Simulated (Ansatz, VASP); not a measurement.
# One calculation of TiN, two programs

```xyz
2
Lattice="0.0000 2.1022 2.1022 2.1022 0.0000 2.1022 2.1022 2.1022 0.0000" Properties=species:S:1:pos:R:3 pbc="T T T"
Ti    0.0000    0.0000    0.0000
N     2.1022    2.1022    2.1022
```

Alike in both runs: functional PBEsol; k mesh 11 × 11 × 11; occupations gaussian, width 0.1 eV; no spin polarisation.

Ansatz relaxed the structure, and its values are those at the end. VASP's run is a single point on that final structure, the one shown.

|  | VASP | Ansatz |
| --- | --- | --- |
| version | VASP 6.6.1 | Ansatz 0.2.0 |
| potentials or method | VASP PAW PBE potentials, release 64 (Ti_sv, N) | plane waves, PAW |
| plane-wave cutoff (eV) | 600 | 420 |
| valence electrons in the cell | 17 | 17 |

Ansatz gave:

| Quantity | Value |
| --- | --- |
| pressure (GPa) | 0.0 |

**Question.** What did VASP give for the same quantities?

**Answer.** Pressure (GPa): 0.3.

VASP's potentials were made for PBE, not for PBEsol. Ansatz's warnings: stress scf threshold loose.
